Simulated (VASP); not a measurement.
Here is a VASP 6.6.1 calculation.

The input INCAR:

```
PREC = Accurate ; ENCUT = 520
EDIFF = 1E-6 ; ISMEAR = 0
SIGMA = 0.15 ; LREAL = F
LASPH = T ; NELM = 80
ALGO = Normal ; ISIF = 2
LWAVE = F ; LCHARG = F
NBANDS = 21
```

The input KPOINTS:

```
Automatic mesh
0
Gamma
  16 16 16
```

File POSCAR:

```
Ge
1.0
    0.0000000000      2.8189820088      2.4967723652
    2.8189820088      0.0000000000      2.4967723652
    2.8189820088      2.8189820088      0.0000000000
Ge
2
Direct
    0.5000000000      0.5000000000      0.5000000000
    0.7500000000      0.7500000000      0.7500000000
```

Potentials or basis: VASP PAW LDA potentials, release 64 (Ge_d).

Launch:

```bash
$ cat potpaw_LDA.64/Ge_d/POTCAR > POTCAR
$ mpirun -np 1 vasp_std > vasp.out
```

(1) Predict the pressure.

(2) Estimate the band gap on the k mesh.

## Answers

(1) 10.4 GPa.

(2) zero (band 14 reaches 6.70 eV, above the bottom of band 15 at 5.59 eV).
